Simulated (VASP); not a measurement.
Set up this calculation in VASP 6.6.1, as the native input.

| Property | Result |
| --- | --- |
| Task | single point |
| Functional | LDA |
| Potentials or basis | VASP PAW LDA potentials, release 64 (Pd) |
| Cutoff | 520 eV |
| k mesh | 15 × 15 × 8 |
| Occupations | fermi-dirac, width 0.05 eV |
| Spin | collinear spin, antiferromagnetic start |
| Starting moments | [0.5, -0.5] μB |
| Dipole correction | no |
| Further INCAR settings | ALGO = Normal; EDIFF = 1e-06; NBANDS = 21 |

The structure of Pd lies in POSCAR:

```
Pd
1.0
    2.7938446024      0.0000000000      0.0000000000
   -1.3969223012      2.4195403999      0.0000000000
    0.0000000000      0.0000000000      4.7088986255
Pd
2
Direct
    0.3333333333      0.6666666667      0.2500000000
    0.6666666667      0.3333333333      0.7500000000
```

This cell differs from its parent crystal: volume scaled by 1.12.

These files were run (other wordings do the same):

INCAR

```
SYSTEM = Pd
PREC     = Accurate       ! precision mode
ENCUT    = 520            ! plane-wave cutoff, eV
EDIFF    = 1E-6           ! SCF threshold, eV
ISMEAR   = -1             ! smearing method
SIGMA    = 0.05           ! smearing width, eV
LREAL    = .FALSE.        ! projectors in reciprocal space
LASPH    = .TRUE.         ! aspherical terms in the spheres
NELM     = 150            ! most SCF steps
ALGO     = Normal         ! electronic algorithm
ISIF     = 2              ! what is computed and relaxed
LWAVE    = .FALSE.        ! write WAVECAR
LCHARG   = .FALSE.        ! write CHGCAR
ISPIN    = 2              ! spin polarisation
MAGMOM   = 0.5 -0.5       ! initial moments
LORBIT   = 11             ! projections on sites
LMAXMIX  = 4              ! l up to which the mixer works
NBANDS   = 21             ! bands
```

KPOINTS

```
Automatic mesh
0
G
  15 15 8
  0 0 0
```

Potentials or basis: VASP PAW LDA potentials, release 64 (Pd).

Launch:

```bash
$ cat potpaw_LDA.64/Pd/POTCAR > POTCAR
$ mpirun -np 1 vasp_std > vasp.out
```

Results of the run:

- Pressure: -18.4 GPa
- Band gap on the k mesh: zero (filled and empty bands overlap)
- Net moment: 0.00 μB per cell
- Valence electrons inside the program's atomic spheres: Pd 9.29

Run time: 60 s on 1 thread of Intel(R) Xeon(R) 6975P-C (Granite Rapids), with other jobs on the host, peak memory 0.23 GiB.
